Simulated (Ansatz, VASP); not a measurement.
**One calculation of PdAuC4N4, two programs**

```
Pd C Au N
1.0
     6.14444    0.00000    0.00000
     0.00000    6.14444    0.00000
     0.00000    0.00000    6.14444
Pd C Au N
1 4 1 4
Direct
  0.50000 0.50000 0.50000
  0.19585 0.19585 0.19585
  0.19585 0.80415 0.80415
  0.80415 0.19585 0.80415
  0.80415 0.80415 0.19585
  0.00000 0.00000 0.00000
  0.30622 0.30622 0.30622
  0.30622 0.69378 0.69378
  0.69378 0.30622 0.69378
  0.69378 0.69378 0.30622
```

Alike in both runs: functional PBE; k mesh 4 × 4 × 4; occupations gaussian, width 0.1 eV; collinear spin.

Ansatz relaxed the structure, and its values are those at the end. VASP's run is a single point on that final structure, the one shown.

|  | VASP | Ansatz |
| --- | --- | --- |
| version | VASP 6.6.1 | Ansatz 0.2.0 |
| potentials or method | VASP PAW PBE potentials, release 64 (Pd, C, Au, N), cutoff 520 eV | scalar-relativistic, plane waves, PAW |
| valence electrons in the cell | 57 | 73 |

```csv
,VASP,Ansatz,Ansatz less VASP
gap on the k mesh at the Fermi level (eV),none,none,-
pressure (GPa),0.2,0.0,-0.23
rms of the force components (eV/Å),0.185,0.005,-0.1805
net moment per atom (μB),0.26,0.26,+0.001
size of the moment on the site where the two differ most (μB),1.28,1.07,-0.205
```

Site moments also hang on the region over which each program counts them. A gap of «none» marks a metal or a gap that the smearing closes. One of these differences is far larger than is usual between the two programs; its cause wasn't traced. With one functional, cell and mesh, what is left measures potentials, basis and numerics. VASP's potentials hold 57 valence electrons a cell and Ansatz's 73, so a difference there can come from the potentials and not from the codes.

Spin-orbit coupling is off throughout. Noted on VASP's run: the standard files for N, O and F lose accuracy on very short bonds.
